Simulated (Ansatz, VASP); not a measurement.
# One calculation of Al3Cu, two programs

```xyz
4
Lattice="2.8839 0.0000 0.0000 0.0000 2.6754 0.0000 0.0000 0.0000 7.6030" Properties=species:S:1:pos:R:3 pbc="T T T"
Al    0.0000    0.0000    3.8015
Al    1.4420    1.3377    1.6779
Al    1.4420    1.3377    5.9251
Cu    0.0000    0.0000    0.0000
```

Change from the starting cell: strain +0.0375 x Voigt [1, -1, 0, 0, 0, 0], atoms carried along.

Alike in both runs: task single point; functional PBEsol; k mesh 18 × 18 × 6; occupations gaussian, width 0.15 eV; no spin polarisation.

```csv
,VASP,Ansatz
version,VASP 6.6.1,Ansatz 0.2.0
potentials or method,"VASP PAW PBE potentials, release 64 (Al, Cu), cutoff 520 eV","scalar-relativistic, plane waves, PAW"
valence electrons in the cell,20,28
```

|  | VASP | Ansatz | Ansatz less VASP |
| --- | --- | --- | --- |
| gap on the k mesh at the Fermi level (eV) | none | none | - |
| pressure (GPa) | 0.9 | 0.7 | -0.25 |
| traceless stress, the component that is largest in VASP (GPa) | 4.39 | 4.35 | -0.038 |
| rms of the force components (eV/Å) | 0.018 | 0.009 | -0.0089 |

VASP's potentials were made for PBE, not for PBEsol. Atom by atom the forces differ by 0.009 eV/Å (rms over components). A gap of «none» marks a metal or a gap that the smearing closes. The functional is the same, so the differences come from potentials, cutoffs and numerics. VASP's potentials hold 20 valence electrons a cell and Ansatz's 28, so a difference there can come from the potentials and not from the codes.
